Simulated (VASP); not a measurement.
# MoS2 (P6_3/mmc) in VASP: a series of runs

Runs on MoS2. Level: LDA. Tasks: single point.

Program: VASP 6.6.1. These are calculated values, not measurements. Logs are shortened: lines on timing, memory, paths and dates and some standing lists are left out, and cuts for length are marked.

### Step 1. The cell of the first run

The structure is hexagonal, space group P6_3/mmc (No. 194). Conventional cell: a = 3.150 Å, b = 3.150 Å, c = 12.254 Å, α = 90.00°, β = 90.00°, γ = 120.00°. Within 3.2 Å of Mo (site symmetry -6m2) lie 6 S at 2.36 Å and 6 Mo at 3.15 Å. S (site symmetry 3m) has 3 Mo at 2.36 Å and 7 S at 3.00 to 3.15 Å within 3.2 Å.

### Step 2. Single point, LDA (17.55 Å³/atom)

INCAR reads:

```
PREC     = Accurate       # precision mode
ENCUT    = 520            # plane-wave cutoff, eV
EDIFF    = 1E-6           # SCF threshold, eV
ISMEAR   = -1             # smearing method
SIGMA    = 0.03           # smearing width, eV
LREAL    = F              # projectors in reciprocal space
LASPH    = T              # aspherical terms in the spheres
NELM     = 60             # most SCF steps
ALGO     = Normal         # electronic algorithm
ISIF     = 2              # what is computed and relaxed
LWAVE    = F              # write WAVECAR
LCHARG   = F              # write CHGCAR
GGA      = CA             # functional
NBANDS   = 35             # bands
```

KPOINTS reads:

```
regular mesh
0
Gamma
  10 10 3
```

POSCAR reads:

```
MoS2
1.0
    3.1504296109      0.0000000000      0.0000000000
   -1.5752148055      2.7283520759      0.0000000000
    0.0000000000      0.0000000000     12.2538792915
Mo S
2 4
Direct
    0.3333333333      0.6666666667      0.2500000000
    0.6666666667      0.3333333333      0.7500000000
    0.3333333333      0.6666666667      0.6275000000
    0.6666666667      0.3333333333      0.1275000000
    0.3333333333      0.6666666667      0.8725000000
    0.6666666667      0.3333333333      0.3725000000
```

Potentials or basis: VASP PAW LDA potentials, release 64 (Mo_sv, S).

The run is started by

```bash
> cat potpaw_LDA.64/Mo_sv/POTCAR potpaw_LDA.64/S/POTCAR > POTCAR
> mpirun -np 1 vasp_std > vasp.out
```

OUTCAR:

```text
PREC = Accurate
   ENCUT = 520
   EDIFF = 1E-6
   ISMEAR = -1
   LREAL = F
   LASPH = T
   NELM = 60
   ISIF = 2
   GGA = CA

 ion  position               nearest neighbor table
   1  0.333  0.667  0.250-   4 2.36   6 2.36   4 2.36   6 2.36   4 2.36   6 2.36
   2  0.667  0.333  0.750-   3 2.36   5 2.36   3 2.36   5 2.36   3 2.36   5 2.36
   3  0.333  0.667  0.627-   2 2.36   2 2.36   2 2.36
   4  0.667  0.333  0.127-   1 2.36   1 2.36   1 2.36
   5  0.333  0.667  0.873-   2 2.36   2 2.36   2 2.36
   6  0.667  0.333  0.373-   1 2.36   1 2.36   1 2.36

  LATTYP: Found a hexagonal cell.
 ALAT       =     3.1504296109
 C/A-ratio  =     3.8895899306

  Lattice vectors:

 A1 = (   3.1504296109,   0.0000000000,   0.0000000000)
 A2 = (  -1.5752148055,   2.7283520759,   0.0000000000)
 A3 = (   0.0000000000,   0.0000000000,  12.2538792915)

Analysis of symmetry for initial positions (statically):
=====================================================================
 Subroutine PRICEL returns:
 Original cell was already a primitive cell.

 Routine SETGRP: Setting up the symmetry group for a
 hexagonal supercell.

 Subroutine GETGRP returns: Found 24 space group operations
 (whereof 12 operations were pure point group operations)
 out of a pool of 24 trial point group operations.

The static configuration has the point symmetry D_3d.
 The point group associated with its full space group is D_6h.

Analysis of symmetry for dynamics (positions and initial velocities):
=====================================================================
 Subroutine PRICEL returns:
 Original cell was already a primitive cell.

 Routine SETGRP: Setting up the symmetry group for a
 hexagonal supercell.

 Subroutine GETGRP returns: Found 24 space group operations
 (whereof 12 operations were pure point group operations)
 out of a pool of 24 trial point group operations.

The dynamic configuration has the point symmetry D_3d.
 The point group associated with its full space group is D_6h.

 Subroutine INISYM returns: Found 24 space group operations
 (whereof 12 operations are pure point group operations),
 and found     1 'primitive' translations

----------------------------------------------------------------------------------------

                                     Primitive cell

  volume of cell :     105.3280

  direct lattice vectors                    reciprocal lattice vectors
     3.150429611  0.000000000  0.000000000     0.317417027  0.183260806  0.000000000
    -1.575214805  2.728352076  0.000000000     0.000000000  0.366521612  0.000000000
     0.000000000  0.000000000 12.253879292     0.000000000  0.000000000  0.081606810

  length of vectors
     3.150429611  3.150429611 12.253879292     0.366521612  0.366521612  0.081606810

  position of ions in fractional coordinates (direct lattice)
     0.333333333  0.666666667  0.250000000
     0.666666667  0.333333333  0.750000000
     0.333333333  0.666666667  0.627500000
     0.666666667  0.333333333  0.127500000
     0.333333333  0.666666667  0.872500000
     0.666666667  0.333333333  0.372500000

  ion indices of the primitive-cell ions
   primitive index   ion index
                 1           1
                 2           2
                 3           3
                 4           4
                 5           5
                 6           6

----------------------------------------------------------------------------------------

 KPOINTS: regular mesh

Automatic generation of k-mesh.
 Grid dimensions read from file:
 generate k-points for:   10   10    3

 Generating k-lattice:

  Cartesian coordinates                     Fractional coordinates (reciprocal lattice)
     0.031741703  0.018326081  0.000000000     0.100000000 -0.000000000  0.000000000
     0.000000000  0.036652161  0.000000000     0.000000000  0.100000000  0.000000000
     0.000000000  0.000000000  0.027202270     0.000000000  0.000000000  0.333333333

  Length of vectors
     0.036652161  0.036652161  0.027202270

  Shift w.r.t. Gamma in fractional coordinates (k-lattice)
     0.000000000  0.000000000  0.000000000

 Subroutine IBZKPT returns following result:
 ===========================================

 Found     28 irreducible k-points:

 Following reciprocal coordinates:
            Coordinates               Weight
  0.000000  0.000000  0.000000      1.000000
  0.100000  0.000000  0.000000      6.000000
  0.200000  0.000000  0.000000      6.000000
  0.300000  0.000000  0.000000      6.000000
  0.400000 -0.000000  0.000000      6.000000
  0.500000  0.000000  0.000000      3.000000
[... 16 lines left out ...]
  0.300000  0.100000  0.333333     24.000000
  0.400000  0.100000  0.333333     24.000000
 [... further k-points ...]
   k-points           NKPTS =     28   k-points in BZ     NKDIM =     28   number of bands    NBANDS=     35
   number of dos      NEDOS =    301   number of ions     NIONS =      6
   total plane-waves  NPLWV =  55296
   dimension x,y,z NGX =    24 NGY =   24 NGZ =   96
   dimension x,y,z NGXF=    48 NGYF=   48 NGZF=  192
   ions per type =               2   4
   NGX,Y,Z   is equivalent  to a cutoff of  12.66, 12.66, 13.02 a.u.
   NGXF,Y,Z  is equivalent  to a cutoff of  25.33, 25.33, 26.05 a.u.
 SYSTEM =  unknown system
   PREC   = accura    normal or accurate (medium, high low for compatibility)
   ISTART =      0    job   : 0-new  1-cont  2-samecut
   ICHARG =      2    charge: 1-file 2-atom 10-const
   ISPIN  =      1    spin polarized calculation?
   LNONCOLLINEAR =      F non collinear calculations
   LSORBIT =      F    spin-orbit coupling
   LASPH  =      T    aspherical Exc in radial PAW
   ENCUT  =  520.0 eV  38.22 Ry    6.18 a.u.   5.86  5.86 22.78*2*pi/ulx,y,z
   NELM   =     60;   NELMIN=  2; NELMDL= -5     # of ELM steps
   EDIFF  = 0.1E-05   stopping-criterion for ELM
   LREAL  =      F    real-space projection
   EDIFFG = 0.1E-04   stopping-criterion for IOM
   NSW    =      0    number of steps for IOM
   IBRION =     -1    ionic relax: 0-MD 1-quasi-New 2-CG
   NFREE  =      0    steps in history (QN), initial steepest desc. (CG)
   ISIF   =      2    stress and relaxation
   ISYM   =      2    0-nonsym 1-usesym 2-fastsym
   POTIM  = 0.5000    time-step for ionic-motion
   TEBEG  =    0.0;   TEEND  =   0.0 temperature during run
   PSTRESS=    0.0 pullay stress
   NELECT =      52.0000    total number of electrons
   NUPDOWN=      -1.0000    fix difference up-down
   EMIN   =  10.00;   EMAX   =-10.00  energy-range for DOS
   EFERMI =   0.00;   METHOD = LEGACY
   ISMEAR =    -1;   SIGMA  =   0.03  broadening in eV -4-tet -1-fermi 0-gaus
   EFERMI_NEDOS =   21; number of points for ismear=-14 and -15
   IALGO  =     38    algorithm
   IMIX   =      4    mixing-type and parameters
     AMIX     =   0.40;   BMIX     =  1.00
     AMIX_MAG =   1.60;   BMIX_MAG =  1.00
  volume/ion in A,a.u.               =      17.55       118.46
  Fermi-wavevector in a.u.,A,eV,Ry     =   1.293882  2.445083 22.777931  1.674131
  Thomas-Fermi vector in A             =   2.425500
   LORBIT       =      0    0 simple, 1 ext, 2 COOP (PROOUT), +10 PAW based schemes
   GGA     = CA    functional components
   LHFCALC =     F    Hartree Fock is set to
   AEXX    =    0.0000 exact exchange contribution
   IVDW    =     0    specifies the selected vdW correction
   LEPSILON=     F    determine dielectric tensor
   LRPA    =     F    only Hartree local field effects (RPA)
 non-spin polarized calculation
  energy-cutoff  :      520.00
  volume of cell :      105.33
 maximum number of plane-waves:      2852
 NGX is ok and might be reduce to    24
   NGX = 11   NGY = 11   NGZ = 45

 number of electron      52.0000000 magnetization

 Free energy of the ion-electron system (eV)
  ---------------------------------------------------
  ext. energy  EPLUGINS =         0.00000000
  ---------------------------------------------------
  free energy    TOTEN  =       -48.85583755 eV

  energy without entropy =      -48.85583753  energy(sigma->0) =      -48.85583754

 E-fermi :   8.1231     XC(G=0): -11.1372

 val. band max:        7.7479875534   @ k =   0.0000   0.0000   0.0000
 cond. band min:       8.5892877381   @ k =   0.3000   0.3000   0.0000
 fundamental gap:      0.8413001847
 Fermi energy:         8.1230544223

 k-point     1 :       0.0000    0.0000    0.0000
  band No.  band energies     occupation
      1     -53.5721      2.00000
      2     -53.5721      2.00000
      3     -27.9597      2.00000
      4     -27.9596      2.00000
      5     -27.7166      2.00000
      6     -27.7166      2.00000
[... 27 lines left out ...]
     34      10.2380      0.00000
     35      13.0185      0.00000

 k-point     2 :       0.1000    0.0000    0.0000
  band No.  band energies     occupation
      1     -53.5677      2.00000
      2     -53.5677      2.00000
      3     -27.9511      2.00000
      4     -27.9510      2.00000
      5     -27.7601      2.00000
      6     -27.7601      2.00000
[... 27 lines left out ...]
     34      10.0641      0.00000
     35      13.7378      0.00000

 k-point     3 :       0.2000    0.0000    0.0000
  band No.  band energies     occupation
      1     -53.5563      2.00000
      2     -53.5562      2.00000
      3     -27.9283      2.00000
      4     -27.9282      2.00000
      5     -27.8724      2.00000
      6     -27.8724      2.00000
[... 27 lines left out ...]
     34      10.6920      0.00000
     35      14.9268      0.00000
[... 723 lines left out ...]
 k-point    23 :       0.3000    0.1000    0.3333
  band No.  band energies     occupation
      1     -53.5341      2.00000
      2     -53.5341      2.00000
      3     -28.0655      2.00000
      4     -28.0655      2.00000
      5     -27.8842      2.00000
      6     -27.8842      2.00000
[... 27 lines left out ...]
     34      11.6378      0.00000
     35      14.4045      0.00000

 k-point    24 :       0.4000    0.1000    0.3333
  band No.  band energies     occupation
      1     -53.5261      2.00000
      2     -53.5261      2.00000
      3     -28.1350      2.00000
      4     -28.1350      2.00000
      5     -27.8683      2.00000
      6     -27.8683      2.00000
[... 27 lines left out ...]
     34      11.5149      0.00000
     35      13.4065      0.00000

 [... further k-points ...]

------------------------ aborting loop because EDIFF is reached ----------------------------------------

  FORCE on cell =-STRESS in cart. coord.  units (eV):
  Direction    XX          YY          ZZ          XY          YZ          ZX
  --------------------------------------------------------------------------------------
  -------------------------------------------------------------------------------------
  Total        0.3096493      0.3096493      4.9652546     -0.0000000      0.0000000      0.0000000
  in kB        4.7101732      4.7101732     75.5280578     -0.0000000      0.0000000      0.0000000
  external PRESSURE =      28.3161347 kB  Pullay stress =       0.0000000 kB

 VOLUME and BASIS-vectors are now :
 -----------------------------------------------------------------------------
  energy-cutoff  :      520.00
  volume of cell :      105.33
      direct lattice vectors                 reciprocal lattice vectors
     3.150429611  0.000000000  0.000000000     0.317417027  0.183260806  0.000000000
    -1.575214805  2.728352076  0.000000000     0.000000000  0.366521612  0.000000000
     0.000000000  0.000000000 12.253879292     0.000000000  0.000000000  0.081606810

 POSITION                                       TOTAL-FORCE (eV/Angst)
 -----------------------------------------------------------------------------------
     -0.00000      1.81890      3.06347         0.000000      0.000000      0.000000
      1.57521      0.90945      9.19041        -0.000000      0.000000      0.000000
     -0.00000      1.81890      7.68931        -0.000000      0.000000     -0.948741
      1.57521      0.90945      1.56237         0.000000     -0.000000     -0.948741
     -0.00000      1.81890     10.69151        -0.000000      0.000000      0.948741
      1.57521      0.90945      4.56457         0.000000     -0.000000      0.948741
 -----------------------------------------------------------------------------------
    total drift:                               -0.000000      0.000000     -0.000000

  FREE ENERGIE OF THE ION-ELECTRON SYSTEM (eV)
  ---------------------------------------------------
  free  energy   TOTEN  =       -48.8558375484 eV

  energy  without entropy=      -48.8558375250  energy(sigma->0) =      -48.85583754
```

Run time: 2.1 min. Hardware: 1 thread of Intel Xeon 8259CL, shared host; peak memory 0.23 GiB.

Results:

```
Free energy            : -48.8558 eV
Pressure               : 2.8 GPa
Largest force          : 0.949 eV/Å
Band gap on the k mesh : 0.84 eV (least direct gap 1.90 eV)
```

Forces in eV/Å, atoms in the order of the input:
```
Mo   0.000  0.000  0.000
Mo   0.000  0.000  0.000
S    0.000  0.000 -0.949
S    0.000  0.000 -0.949
S    0.000  0.000  0.949
S    0.000  0.000  0.949
```

Levels at points of the mesh, in eV from the valence-band top:
```csv
k point,band 22,band 23,band 24,band 25,band 26,band 27,band 28,band 29,band 30,band 31
"(0.00, 0.00, 0.00)",-2.61,-2.61,-1.31,-1.22,0.00,1.98,1.98,1.99,1.99,2.34
"(0.50, 0.00, 0.00)",-2.56,-2.05,-1.89,-1.63,-1.49,1.38,1.43,1.88,2.09,2.83
```

Caveat: an odd mesh through Γ misses points on the zone boundary, where band edges can lie.

### Step 3. Single point, LDA (17.91 Å³/atom)

This run uses another cell than the first one, of 17.91 Å³/atom.

INCAR reads:

```
PREC = Accurate
ENCUT = 520
EDIFF = 1E-6
ISMEAR = -1
SIGMA = 0.03
LREAL = F
LASPH = T
NELM = 60
ALGO = Normal
ISIF = 2
LWAVE = F
LCHARG = F
GGA = CA
NBANDS = 35
```

KPOINTS is that of step 2.

Changes to POSCAR since step 2:

```diff
@@ -2,5 +2,5 @@
 1.0
-    3.1504296109      0.0000000000      0.0000000000
-   -1.5752148055      2.7283520759      0.0000000000
-    0.0000000000      0.0000000000     12.2538792915
+    3.1715033452      0.0000000000      0.0000000000
+   -1.5857516726      2.7466024651      0.0000000000
+    0.0000000000      0.0000000000     12.3358474762
 Mo S
```

Potentials or basis: VASP PAW LDA potentials, release 64 (Mo_sv, S).

The run is started by

```bash
> cat potpaw_LDA.64/Mo_sv/POTCAR potpaw_LDA.64/S/POTCAR > POTCAR
> mpirun -np 1 vasp_std > vasp.out
```

Wall time 2 min (1 thread of Intel Xeon 8259CL, shared host); peak memory 0.23 GiB.

The run converged. Its results:

| Item | Value |
| --- | --- |
| Free energy | -48.8725 eV |
| Pressure | -0.4 GPa |
| Largest force | 0.582 eV/Å |
| Band gap on the k mesh | 0.84 eV (least direct gap 1.85 eV) |

Forces in eV/Å, atoms in the order of the input:
```
Mo   0.000  0.000  0.000
Mo   0.000  0.000  0.000
S    0.000  0.000 -0.582
S    0.000  0.000 -0.582
S    0.000  0.000  0.582
S    0.000  0.000  0.582
```

Stress tensor (GPa, compression positive):
```
-2.64  0.00  0.00
 0.00 -2.64  0.00
 0.00  0.00  3.99
```

Levels at points of the mesh, in eV from the valence-band top:
```csv
k point,band 22,band 23,band 24,band 25,band 26,band 27,band 28,band 29,band 30,band 31
"(0.00, 0.00, 0.00)",-2.54,-2.54,-1.29,-1.16,0.00,1.96,1.96,1.97,1.97,2.29
"(0.50, 0.00, 0.00)",-2.51,-2.01,-1.86,-1.57,-1.44,1.36,1.40,1.84,2.05,2.79
```

Caveat: an odd mesh through Γ misses points on the zone boundary, where band edges can lie.

### Step 4. Single point, LDA (18.09 Å³/atom)

This run uses another cell than the first one, of 18.09 Å³/atom.

INCAR reads:

```
PREC = Accurate
ENCUT = 520
EDIFF = 1E-6
ISMEAR = -1
SIGMA = 0.03
LREAL = False
LASPH = True
NELM = 80
ALGO = Normal
ISIF = 2
LWAVE = False
LCHARG = False
NBANDS = 35
```

KPOINTS reads:

```
Automatic mesh
0
Gamma
  10 10 3
```

Changes to POSCAR since step 3:

```diff
@@ -2,5 +2,5 @@
 1.0
-    3.1715033452      0.0000000000      0.0000000000
-   -1.5857516726      2.7466024651      0.0000000000
-    0.0000000000      0.0000000000     12.3358474762
+    3.1819359971      0.0000000000      0.0000000000
+   -1.5909679986      2.7556374067      0.0000000000
+    0.0000000000      0.0000000000     12.3764262140
 Mo S
```

The run is started by

```bash
> cat potpaw_LDA.64/Mo_sv/POTCAR potpaw_LDA.64/S/POTCAR > POTCAR
> mpirun -np 1 vasp_std > vasp.out
```

Wall time 2.1 min (1 thread of Intel Xeon 8259CL, shared host); peak memory 0.23 GiB.

The run converged. Its results:

```yaml
Free_energy: -48.8652 eV
Pressure: -1.9 GPa
Largest_force: 0.408 eV/Å
Band_gap_on_the_k_mesh: 0.84 eV (least direct gap 1.82 eV)
```

Forces in eV/Å, atoms in the order of the input:
```
Mo   0.000  0.000  0.000
Mo   0.000  0.000  0.000
S    0.000  0.000 -0.408
S    0.000  0.000 -0.408
S    0.000  0.000  0.408
S    0.000  0.000  0.408
```

Stress tensor (GPa, compression positive):
```
-4.07  0.00  0.00
 0.00 -4.07  0.00
 0.00  0.00  2.33
```

Levels at points of the mesh, in eV from the valence-band top:
| k point | band 23 | band 24 | band 25 | band 26 | band 27 | band 28 | band 29 | band 30 |
| --- | --- | --- | --- | --- | --- | --- | --- | --- |
| (0.00, 0.00, 0.00) | -2.50 | -1.28 | -1.12 | 0.00 | 1.94 | 1.94 | 1.96 | 1.96 |
| (0.50, 0.00, 0.00) | -1.99 | -1.84 | -1.55 | -1.41 | 1.35 | 1.39 | 1.83 | 2.02 |

Caveat: an odd mesh through Γ misses points on the zone boundary, where band edges can lie.

### Step 5. The runs side by side

```tsv
cell	gap on the mesh (eV)	pressure (GPa)	largest force (eV/Å)
a = 3.150, b = 3.150, c = 12.254 Å, angles 90.0, 90.0, 120.0°, 6 atoms	0.84	2.8	0.95
a = 3.172, b = 3.172, c = 12.336 Å, angles 90.0, 90.0, 120.0°, 6 atoms	0.84	-0.4	0.58
a = 3.182, b = 3.182, c = 12.376 Å, angles 90.0, 90.0, 120.0°, 6 atoms	0.84	-1.9	0.41
```

Alike in all rows: task single point; level LDA; potentials or basis VASP PAW LDA potentials, release 64 (Mo_sv, S); no spin polarisation; k mesh 10 × 10 × 3; cutoff (eV) 520; smearing fermi-dirac 0.03 eV.

Caveats: an odd mesh through Γ misses points on the zone boundary, where band edges can lie.

Total energies depend on the potentials used, so only differences within one code and one set of settings carry meaning.
